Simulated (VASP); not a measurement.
**TiSi16 (a cell with a defect): single point with PBEsol**

System: TiSi16 (a cell with a defect).

```xyz
17
Lattice="0.0000 5.4300 5.4300 5.4300 0.0000 5.4300 5.4300 5.4300 0.0000" Properties=species:S:1:pos:R:3 pbc="T T T"
Si   -0.0585   -0.0591    0.1100
Si    1.3134    1.3156    1.3966
Si    2.5432    2.5455   -0.1654
Si    3.9324    3.9311    1.1434
Si    2.7205    0.0833    2.8105
Si    3.9881    1.5000    4.1619
Si    5.3563    2.8756    2.5816
Si    6.7280    4.0924    4.0230
Si    0.0807    2.7226    2.8106
Si    1.5004    3.9868    4.1622
Si    2.8761    5.3547    2.5810
Si    4.0895    6.7296    4.0224
Si    2.9312    2.9305    5.5940
Si    4.2677    4.2700    7.0009
Si    5.5041    5.5066    5.4440
Si    6.9235    6.9229    6.6299
Ti    6.1500    6.1491    8.7987
```

```
Program                : VASP 6.6.1
Task                   : single point
Functional             : PBEsol
Potentials or basis    : VASP PAW PBE potentials, release 64 (Si, Ti_sv)
Cutoff                 : 520 eV
k mesh                 : 2 × 2 × 2
Occupations            : gaussian, width 0.05 eV
Spin                   : no spin polarisation
Dipole correction      : no
Further INCAR settings : LREAL = Auto; ALGO = Normal; EDIFF = 1e-06; NBANDS = 52
```

The pressure is 3.8 GPa and the largest force is 0.043 eV/Å. The band gap on the k mesh is zero (bands 38 and 39 overlap by 0.20 eV).

Forces on the atoms (eV/Å):
```
Si  -0.022 -0.021  0.008
Si  -0.003 -0.002 -0.018
Si  -0.016 -0.016 -0.035
Si  -0.024 -0.025 -0.014
Si   0.008  0.015 -0.004
Si  -0.003  0.010  0.024
Si  -0.015 -0.014 -0.001
Si  -0.003  0.003 -0.021
Si   0.016  0.008 -0.003
Si   0.007  0.001  0.021
Si  -0.017 -0.013  0.001
Si   0.005 -0.004 -0.021
Si   0.012  0.011  0.030
Si   0.030  0.029  0.010
Si   0.010  0.009 -0.010
Si   0.009  0.010  0.014
Ti   0.007  0.003  0.020
```

Stress tensor (GPa, compression positive):
```
 3.87 -0.96 -1.00
-0.96  3.87 -1.01
-1.00 -1.01  3.78
```

Levels at points of the mesh, in eV from the Fermi level:
| k point | band 35 | band 36 | band 37 | band 38 | band 39 | band 40 |
| --- | --- | --- | --- | --- | --- | --- |
| (0.00, 0.00, 0.00) | -1.20 | -0.71 | -0.22 | -0.21 | -0.18 | -0.17 |
| (0.50, 0.00, 0.00) | -1.37 | -1.01 | -0.78 | 0.01 | 0.39 | 0.64 |
| (0.00, 0.50, 0.00) | -1.37 | -1.01 | -0.77 | 0.01 | 0.39 | 0.64 |
| (0.00, 0.00, 0.50) | -1.37 | -1.00 | -0.78 | 0.02 | 0.40 | 0.63 |
| (0.50, 0.50, 0.50) | -1.27 | -1.27 | -0.24 | -0.24 | 0.28 | 0.42 |
| (0.50, 0.50, 0.00) | -1.72 | -1.52 | -0.20 | 0.02 | 0.27 | 0.52 |
| (0.00, 0.50, 0.50) | -1.72 | -1.52 | -0.19 | 0.01 | 0.26 | 0.53 |
| (0.50, 0.00, 0.50) | -1.72 | -1.52 | -0.19 | 0.01 | 0.26 | 0.53 |

It took 120 s on 1 thread of Intel(R) Xeon(R) 6975P-C (Granite Rapids), with other jobs on the host, peak memory 0.5 GiB.

Caveat: the k points lie up to 0.50 Å⁻¹ apart; the PAW data sets were made with another functional, which shifts forces and pressure a little.
